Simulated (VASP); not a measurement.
Al2O3:

```
Al O
1.0
     3.01748    0.00000    0.00000
    -1.50874    2.61322    0.00000
     0.00000    0.00000    7.57464
Al O
2 3
Cartesian
  0.0000 0.0000 5.4693
  0.0000 0.0000 2.1054
  0.0000 0.0000 3.7873
  1.5087 0.8711 6.0638
  0.0000 1.7421 1.5108
```

| Quantity | Value |
| --- | --- |
| Program | VASP 6.6.1 |
| Task | relaxation of cell and atoms |
| Functional | r2SCAN |
| Potentials or basis | VASP PAW PBE potentials, release 64 (Al, O) |
| Cutoff | 600 eV |
| k mesh | 10 × 10 × 4 |
| Occupations | fermi-dirac, width 0.05 eV |
| Spin | no spin polarisation |

At the start: pressure -5.8 GPa; volume 11.95 Å³/atom.

Problem. How do energy, volume and symmetry change on relaxing?

Solution. Over 7 steps the energy falls by 7.9 meV/atom and the volume is 11.57 Å³/atom (-3.2 %); space group P-3m1 (No. 164, to 0.05 Å).

The path:
```
step  energy change (eV)  largest force (eV/Å)  pressure (GPa)  volume (Å³)
   1              0.0000                0.4153           -5.81        59.73
   2              0.0065                0.5812            6.99        56.06
   3             -0.0383                0.2106           -0.05        57.92
   4             -0.0338                0.4962            0.05        57.73
   5             -0.0394                0.0141           -0.04        57.86
   6             -0.0394                0.0128           -0.04        57.86
   7             -0.0394                0.0031            0.00        57.85
```

Final structure:
```
Al O
1.0
     2.98367    0.00000    0.00000
    -1.49183    2.58393    0.00000
     0.00000    0.00000    7.50306
Al O
2 3
Direct
  0.00000 0.00000 0.72207
  0.00000 0.00000 0.27793
  0.00000 0.00000 0.50000
  0.66667 0.33333 0.79923
  0.33333 0.66667 0.20077
```

Caveat: the PAW data sets were made with another functional, which shifts forces and pressure a little.
